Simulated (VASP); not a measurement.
# MgO (P6_3mc) in VASP: notebook

MgO is run at these levels: PBEsol; tasks: single point.

Everything below comes from runs of VASP 6.6.1. Logs are shortened: lines on timing, memory, paths and dates and some standing lists are left out, and cuts for length are marked.

## 1. The cell of the first run

The structure is hexagonal, space group P6_3mc (No. 186). Conventional cell: a = 3.251 Å, b = 3.251 Å, c = 10.386 Å, α = 90.00°, β = 90.00°, γ = 120.00°. Mg (site symmetry 3m) has 4 O at 1.97 to 1.98 Å within 2.6 Å. Mg (site symmetry 3m) has 4 O at 1.97 to 1.99 Å within 2.6 Å. Within 2.6 Å of O (site symmetry 3m) lie 4 Mg at 1.97 Å. Within 2.6 Å of O (site symmetry 3m) lie 4 Mg at 1.98 to 1.99 Å.

## 2. Single point, PBEsol

File INCAR:

```
SYSTEM = MgO
ALGO = Normal ; EDIFF = 1E-6
ENCUT = 520 ; GGA = PS
ISIF = 2 ; ISMEAR = 0
LASPH = .True. ; LCHARG = .False.
LREAL = .False. ; LWAVE = .False.
NBANDS = 26 ; NELM = 80
PREC = Accurate ; SIGMA = 0.01
```

File KPOINTS:

```
k-points
0
Gamma
  12 12 2
  0 0 0
```

File POSCAR:

```
MgO
1.0
    3.2505941900      0.0000000000      0.0000000000
   -1.6252970900      2.8150971500      0.0000000000
    0.0000000000      0.0000000000     10.3863377300
Mg O
4 4
Direct
    0.3333333300      0.6666666700      0.9696623800
    0.0000000000      0.0000000000      0.2210023100
    0.0000000000      0.0000000000      0.7210023100
    0.6666666700      0.3333333300      0.4696623800
    0.3333333300      0.6666666700      0.7798401500
    0.0000000000      0.0000000000      0.5294933400
    0.0000000000      0.0000000000      0.0294933400
    0.6666666700      0.3333333300      0.2798401500
```

Potentials or basis: VASP PAW PBE potentials, release 64 (Mg, O).

Command:

```console
$ cat potpaw_PBE.64/Mg/POTCAR potpaw_PBE.64/O/POTCAR > POTCAR
$ mpirun -np 1 vasp_std > vasp.out
```

OUTCAR:

```text
SYSTEM = MgO
   EDIFF = 1E-6
   ENCUT = 520
   GGA = PS
   ISIF = 2
   ISMEAR = 0
   LASPH = .True.
   LREAL = .False.
   NELM = 80
   PREC = Accurate

 ion  position               nearest neighbor table
   1  0.333  0.667  0.970-   5 1.97   7 1.98   7 1.98   7 1.98   3 3.19   3 3.19   3 3.19   2 3.22
                             2 3.22   2 3.22
   2  0.000  0.000  0.221-   8 1.97   8 1.97   8 1.97   7 1.99   4 3.19   4 3.19   4 3.19   1 3.22
                             1 3.22   1 3.22
   3  0.000  0.000  0.721-   5 1.97   5 1.97   5 1.97   6 1.99   1 3.19   1 3.19   1 3.19   4 3.22
                             4 3.22   4 3.22
   4  0.667  0.333  0.470-   8 1.97   6 1.98   6 1.98   6 1.98   2 3.19   2 3.19   2 3.19   3 3.22
                             3 3.22   3 3.22
   5  0.333  0.667  0.780-   1 1.97   3 1.97   3 1.97   3 1.97
   6  0.000  0.000  0.529-   4 1.98   4 1.98   4 1.98   3 1.99
   7  0.000  0.000  0.029-   1 1.98   1 1.98   1 1.98   2 1.99
   8  0.667  0.333  0.280-   4 1.97   2 1.97   2 1.97   2 1.97

  LATTYP: Found a hexagonal cell.
 ALAT       =     3.2505941900
 C/A-ratio  =     3.1952120514

  Lattice vectors:

 A1 = (   3.2505941900,   0.0000000000,   0.0000000000)
 A2 = (  -1.6252970900,   2.8150971500,   0.0000000000)
 A3 = (   0.0000000000,   0.0000000000,  10.3863377300)

Analysis of symmetry for initial positions (statically):
=====================================================================
 Subroutine PRICEL returns:
 Original cell was already a primitive cell.

 Routine SETGRP: Setting up the symmetry group for a
 hexagonal supercell.

 Subroutine GETGRP returns: Found 12 space group operations
 (whereof  6 operations were pure point group operations)
 out of a pool of 24 trial point group operations.

The static configuration has the point symmetry C_3v.
 The point group associated with its full space group is C_6v.

Analysis of symmetry for dynamics (positions and initial velocities):
=====================================================================
 Subroutine PRICEL returns:
 Original cell was already a primitive cell.

 Routine SETGRP: Setting up the symmetry group for a
 hexagonal supercell.

 Subroutine GETGRP returns: Found 12 space group operations
 (whereof  6 operations were pure point group operations)
 out of a pool of 24 trial point group operations.

The dynamic configuration has the point symmetry C_3v.
 The point group associated with its full space group is C_6v.

 Subroutine INISYM returns: Found 12 space group operations
 (whereof  6 operations are pure point group operations),
 and found     1 'primitive' translations

----------------------------------------------------------------------------------------

                                     Primitive cell

  volume of cell :      95.0427

  direct lattice vectors                    reciprocal lattice vectors
     3.250594190  0.000000000  0.000000000     0.307636063  0.177613763  0.000000000
    -1.625297090  2.815097150  0.000000000     0.000000000  0.355227527  0.000000000
     0.000000000  0.000000000 10.386337730     0.000000000  0.000000000  0.096280328

  length of vectors
     3.250594190  3.250594191 10.386337730     0.355227528  0.355227527  0.096280328

  position of ions in fractional coordinates (direct lattice)
     0.333333330  0.666666670  0.969662380
     0.000000000  0.000000000  0.221002310
     0.000000000  0.000000000  0.721002310
     0.666666670  0.333333330  0.469662380
     0.333333330  0.666666670  0.779840150
     0.000000000  0.000000000  0.529493340
     0.000000000  0.000000000  0.029493340
     0.666666670  0.333333330  0.279840150

  ion indices of the primitive-cell ions
   primitive index   ion index
                 1           1
                 2           2
                 3           3
                 4           4
                 5           5
                 6           6
                 7           7
                 8           8

----------------------------------------------------------------------------------------

 KPOINTS: k-points

Automatic generation of k-mesh.
 Grid dimensions read from file:
 generate k-points for:   12   12    2

 Generating k-lattice:

  Cartesian coordinates                     Fractional coordinates (reciprocal lattice)
     0.025636339  0.014801147  0.000000000     0.083333333  0.000000000  0.000000000
     0.000000000  0.029602294  0.000000000     0.000000000  0.083333333  0.000000000
     0.000000000  0.000000000  0.048140164     0.000000000  0.000000000  0.500000000

  Length of vectors
     0.029602294  0.029602294  0.048140164

  Shift w.r.t. Gamma in fractional coordinates (k-lattice)
     0.000000000  0.000000000  0.000000000

 Subroutine IBZKPT returns following result:
 ===========================================

 Found     38 irreducible k-points:

 Following reciprocal coordinates:
            Coordinates               Weight
  0.000000  0.000000  0.000000      1.000000
  0.083333  0.000000  0.000000      6.000000
  0.166667 -0.000000  0.000000      6.000000
  0.250000 -0.000000  0.000000      6.000000
  0.333333 -0.000000  0.000000      6.000000
  0.416667 -0.000000  0.000000      6.000000
[... 16 lines left out ...]
  0.250000 -0.000000  0.500000      6.000000
  0.333333 -0.000000  0.500000      6.000000
 [... further k-points ...]
   k-points           NKPTS =     38   k-points in BZ     NKDIM =     38   number of bands    NBANDS=     26
   number of dos      NEDOS =    301   number of ions     NIONS =      8
   total plane-waves  NPLWV =  46080
   dimension x,y,z NGX =    24 NGY =   24 NGZ =   80
   dimension x,y,z NGXF=    48 NGYF=   48 NGZF=  160
   ions per type =               4   4
   NGX,Y,Z   is equivalent  to a cutoff of  12.27, 12.27, 12.80 a.u.
   NGXF,Y,Z  is equivalent  to a cutoff of  24.55, 24.55, 25.61 a.u.
 SYSTEM =  MgO
   PREC   = accura    normal or accurate (medium, high low for compatibility)
   ISTART =      0    job   : 0-new  1-cont  2-samecut
   ICHARG =      2    charge: 1-file 2-atom 10-const
   ISPIN  =      1    spin polarized calculation?
   LNONCOLLINEAR =      F non collinear calculations
   LSORBIT =      F    spin-orbit coupling
   LASPH  =      T    aspherical Exc in radial PAW
   ENCUT  =  520.0 eV  38.22 Ry    6.18 a.u.   6.04  6.04 19.31*2*pi/ulx,y,z
   NELM   =     80;   NELMIN=  2; NELMDL= -5     # of ELM steps
   EDIFF  = 0.1E-05   stopping-criterion for ELM
   LREAL  =      F    real-space projection
   EDIFFG = 0.1E-04   stopping-criterion for IOM
   NSW    =      0    number of steps for IOM
   IBRION =     -1    ionic relax: 0-MD 1-quasi-New 2-CG
   NFREE  =      0    steps in history (QN), initial steepest desc. (CG)
   ISIF   =      2    stress and relaxation
   ISYM   =      2    0-nonsym 1-usesym 2-fastsym
   POTIM  = 0.5000    time-step for ionic-motion
   TEBEG  =    0.0;   TEEND  =   0.0 temperature during run
   PSTRESS=    0.0 pullay stress
   NELECT =      32.0000    total number of electrons
   NUPDOWN=      -1.0000    fix difference up-down
   EMIN   =  10.00;   EMAX   =-10.00  energy-range for DOS
   EFERMI =   0.00;   METHOD = LEGACY
   ISMEAR =     0;   SIGMA  =   0.01  broadening in eV -4-tet -1-fermi 0-gaus
   EFERMI_NEDOS =   21; number of points for ismear=-14 and -15
   IALGO  =     38    algorithm
   IMIX   =      4    mixing-type and parameters
     AMIX     =   0.40;   BMIX     =  1.00
     AMIX_MAG =   1.60;   BMIX_MAG =  1.00
  volume/ion in A,a.u.               =      11.88        80.17
  Fermi-wavevector in a.u.,A,eV,Ry     =   1.138899  2.152207 17.648000  1.297091
  Thomas-Fermi vector in A             =   2.275603
   LORBIT       =      0    0 simple, 1 ext, 2 COOP (PROOUT), +10 PAW based schemes
   GGA     = PS    functional components
   LHFCALC =     F    Hartree Fock is set to
   AEXX    =    0.0000 exact exchange contribution
   IVDW    =     0    specifies the selected vdW correction
   LEPSILON=     F    determine dielectric tensor
   LRPA    =     F    only Hartree local field effects (RPA)
 non-spin polarized calculation
 Gauss-broadening in eV      SIGMA  =   0.01
  energy-cutoff  :      520.00
  volume of cell :       95.04
 maximum number of plane-waves:      2592
   NGX = 13   NGY = 13   NGZ = 39

 number of electron      32.0000021 magnetization

 Free energy of the ion-electron system (eV)
  ---------------------------------------------------
  ext. energy  EPLUGINS =         0.00000000
  ---------------------------------------------------
  free energy    TOTEN  =       -48.93851691 eV

  energy without entropy =      -48.93851691  energy(sigma->0) =      -48.93851691

 E-fermi :   0.8349     XC(G=0):  -9.9523

 val. band max:        0.7535462885   @ k =   0.0000   0.0000   0.0000
 cond. band min:       4.2400627111   @ k =   0.0000   0.0000   0.0000
 fundamental gap:      3.4865164226
 Fermi energy:         0.8349172734

 k-point     1 :       0.0000    0.0000    0.0000
  band No.  band energies     occupation
      1     -15.1709      2.00000
      2     -14.8324      2.00000
      3     -14.8179      2.00000
      4     -14.4491      2.00000
      5      -2.4007      2.00000
      6      -1.2021      2.00000
[... 18 lines left out ...]
     25      15.1024      0.00000
     26      15.8732      0.00000

 k-point     2 :       0.0833    0.0000    0.0000
  band No.  band energies     occupation
      1     -15.1340      2.00000
      2     -14.8045      2.00000
      3     -14.7903      2.00000
      4     -14.4330      2.00000
      5      -2.3274      2.00000
      6      -1.2251      2.00000
[... 18 lines left out ...]
     25      15.2173      0.00000
     26      15.2638      0.00000

 k-point     3 :       0.1667   -0.0000    0.0000
  band No.  band energies     occupation
      1     -15.0296      2.00000
      2     -14.7272      2.00000
      3     -14.7136      2.00000
      4     -14.3901      2.00000
      5      -2.1153      2.00000
      6      -1.3326      2.00000
[... 572 lines left out ...]
 k-point    23 :       0.2500   -0.0000    0.5000
  band No.  band energies     occupation
      1     -14.8007      2.00000
      2     -14.8007      2.00000
      3     -14.4184      2.00000
      4     -14.4184      2.00000
      5      -1.7511      2.00000
      6      -1.7511      2.00000
[... 18 lines left out ...]
     25      14.1361      0.00000
     26      14.1361      0.00000

 k-point    24 :       0.3333   -0.0000    0.5000
  band No.  band energies     occupation
      1     -14.6474      2.00000
      2     -14.6474      2.00000
      3     -14.3544      2.00000
      4     -14.3544      2.00000
      5      -1.8278      2.00000
      6      -1.8278      2.00000
[... 18 lines left out ...]
     25      13.9293      0.00000
     26      13.9293      0.00000

 [... further k-points ...]
[... 5 lines left out ...]
  --------------------------------------------------------------------------------------
  -------------------------------------------------------------------------------------
  Total        0.2114033      0.2114033      0.3130017      0.0000000     -0.0000000     -0.0000000
  in kB        3.5637214      3.5637214      5.2764124      0.0000000     -0.0000000     -0.0000000
  external PRESSURE =       4.1346184 kB  Pullay stress =       0.0000000 kB

 VOLUME and BASIS-vectors are now :
 -----------------------------------------------------------------------------
  energy-cutoff  :      520.00
  volume of cell :       95.04
      direct lattice vectors                 reciprocal lattice vectors
     3.250594190  0.000000000  0.000000000     0.307636063  0.177613763  0.000000000
    -1.625297090  2.815097150  0.000000000     0.000000000  0.355227527  0.000000000
     0.000000000  0.000000000 10.386337730     0.000000000  0.000000000  0.096280328

 POSITION                                       TOTAL-FORCE (eV/Angst)
 -----------------------------------------------------------------------------------
     -0.00000      1.87673     10.07124        -0.000000      0.000000      0.001311
      0.00000      0.00000      2.29540        -0.000000     -0.000000      0.004476
      0.00000      0.00000      7.48857        -0.000000      0.000000      0.004476
      1.62530      0.93837      4.87807        -0.000000      0.000000      0.001311
     -0.00000      1.87673      8.09968        -0.000000      0.000000     -0.002419
      0.00000      0.00000      5.49950        -0.000000     -0.000000     -0.003368
      0.00000      0.00000      0.30633        -0.000000      0.000000     -0.003368
      1.62530      0.93837      2.90651         0.000000      0.000000     -0.002419
 -----------------------------------------------------------------------------------
    total drift:                               -0.000000     -0.000001     -0.000875

  FREE ENERGIE OF THE ION-ELECTRON SYSTEM (eV)
  ---------------------------------------------------
  free  energy   TOTEN  =       -48.9385169086 eV

  energy  without entropy=      -48.9385169086  energy(sigma->0) =      -48.93851691
```

Run time: 60 s. Hardware: 1 thread of Intel Xeon 6975P-C, shared host; peak memory 0.24 GiB.

Results:

| Item | Value |
| --- | --- |
| Free energy | -48.9385 eV |
| Pressure | 0.4 GPa |
| Largest force | 0.004 eV/Å |
| Band gap on the k mesh | 3.49 eV, direct |

Forces in eV/Å, atoms in the order of the input:
```
Mg   0.000  0.000  0.001
Mg   0.000  0.000  0.004
Mg   0.000  0.000  0.004
Mg   0.000  0.000  0.001
O    0.000  0.000 -0.002
O    0.000  0.000 -0.003
O    0.000  0.000 -0.003
O    0.000  0.000 -0.002
```

Caveat: the PAW data sets were made with another functional, which shifts forces and pressure a little. PBEsol gaps usually lie below the measured ones, often by a third to a half.

[end of part 1 of 2]
